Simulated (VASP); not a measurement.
Set up this calculation in VASP 6.6.1, as the native input.

```yaml
Task: single point
Functional: PBE
Dispersion: D3(BJ)
Potentials_or_basis: VASP PAW PBE potentials, release 64 (Cu, O, C)
Cutoff: 520 eV
k_mesh: 6 × 6 × 1
Occupations: gaussian, width 0.1 eV
Spin: no spin polarisation
Dipole_correction: yes
Further_INCAR_settings: ALGO = Normal; EDIFF = 1e-06; NBANDS = 84
```

The structure of Cu12CO lies in POSCAR:

```
Cu12CO
1.0
    5.0393684026      0.0000000000      0.0000000000
   -2.5196842013      4.3642210557      0.0000000000
    0.0000000000      0.0000000000     22.8721942842
Cu O C
12 1 1
Direct
    0.3333333333      0.1666666667      0.1748848383
    0.3333333333      0.6666666667      0.1748848383
    0.8333333333      0.1666666667      0.1748848383
    0.8333333333      0.6666666667      0.1748848383
    0.1666666667      0.3333333333      0.2649977782
    0.1666666667      0.8333333333      0.2649977782
    0.6666666667      0.3333333333      0.2649977782
    0.6666666667      0.8333333333      0.2649977782
    0.0000000000      0.0000000000      0.3551121586
    0.0000000000      0.5000000000      0.3551121586
    0.5000000000      0.0000000000      0.3551121586
    0.5000000000      0.5000000000      0.3551121586
    0.0000000000      0.2500000000      0.4862757874
    0.0000000000      0.2500000000      0.5365551784
```

One way to write it, as run:

INCAR

```
SYSTEM = Cu12CO
PREC = Accurate ; ENCUT = 520
EDIFF = 1E-6 ; ISMEAR = 0
SIGMA = 0.1 ; LREAL = .FALSE.
LASPH = .TRUE. ; NELM = 100
ALGO = Normal ; ISIF = 2
LWAVE = .FALSE. ; LCHARG = .TRUE.
LDIPOL = .TRUE. ; IDIPOL = 3
DIPOL = 0.5 0.5 0.300 ; GGA = PE
IVDW = 12 ; LELF = .TRUE.
LVHAR = .TRUE. ; LVACPOTAV = .TRUE.
NBANDS = 84
```

KPOINTS

```
Automatic mesh
0
G
  6 6 1
  0 0 0
```

Potentials or basis: VASP PAW PBE potentials, release 64 (Cu, O, C).

Run with:

```bash
$ cat potpaw_PBE.64/Cu/POTCAR potpaw_PBE.64/O/POTCAR potpaw_PBE.64/C/POTCAR > POTCAR
$ mpirun -np 1 vasp_std > vasp.out
```

Results of the run:

```json
{"Largest force": "0.767 eV/Å", "Band gap on the k mesh": "zero (bands 71 and 72 overlap by 0.41 eV)", "Dispersion energy per atom": "-0.351 eV"}
```

Run time: 16 min on 1 thread of Intel(R) Xeon(R) 6975P-C (Granite Rapids), with other jobs on the host, peak memory 0.82 GiB.
